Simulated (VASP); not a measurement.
Input of a VASP 6.6.1 run:

Contents of INCAR:

```
SYSTEM = PbO
PREC     = Accurate       ! precision mode
ENCUT    = 520            ! plane-wave cutoff, eV
EDIFF    = 1E-6           ! SCF threshold, eV
ISMEAR   = -1             ! smearing method
SIGMA    = 0.03           ! smearing width, eV
LREAL    = .FALSE.        ! projectors in reciprocal space
LASPH    = .TRUE.         ! aspherical terms in the spheres
NELM     = 80             ! most SCF steps
ALGO     = Normal         ! electronic algorithm
ISIF     = 2              ! what is computed and relaxed
LWAVE    = .FALSE.        ! write WAVECAR
LCHARG   = .FALSE.        ! write CHGCAR
GGA      = PE             ! functional
NBANDS   = 28             ! bands
```

The input KPOINTS:

```
regular mesh
0
G
  8 8 6
  0 0 0
```

The input POSCAR:

```
PbO
1.0
    3.9744000000      0.0000000000      0.0000000000
    0.0000000000      3.9744000000      0.0000000000
    0.0000000000      0.0000000000      5.0220000000
Pb O
2 2
Direct
    0.0000000000      0.5000000000      0.2351000000
    0.5000000000      0.0000000000      0.7649000000
    0.0000000000      0.0000000000      0.0000000000
    0.5000000000      0.5000000000      0.0000000000
```

Potentials or basis: VASP PAW PBE potentials, release 64 (Pb_d, O).

Command:

```sh
$ cat potpaw_PBE.64/Pb_d/POTCAR potpaw_PBE.64/O/POTCAR > POTCAR
$ mpirun -np 1 vasp_std > vasp.out
```

Question: Predict the largest force.

Answer: 0.496 eV/Å.

Question: What does it give for the pressure?

Answer: 4.9 GPa.

Question: Estimate the band gap on the k mesh.

Answer: 1.25 eV (least direct gap 2.32 eV).

Forces on the atoms (eV/Å):
```
Pb   0.000  0.000  0.496
Pb   0.000  0.000 -0.496
O    0.000  0.000  0.000
O    0.000  0.000  0.000
```

Caveat: the cell stands under pressure; spin-orbit coupling is left out, which moves the levels of the heavy elements. A k mesh can miss the band edges.
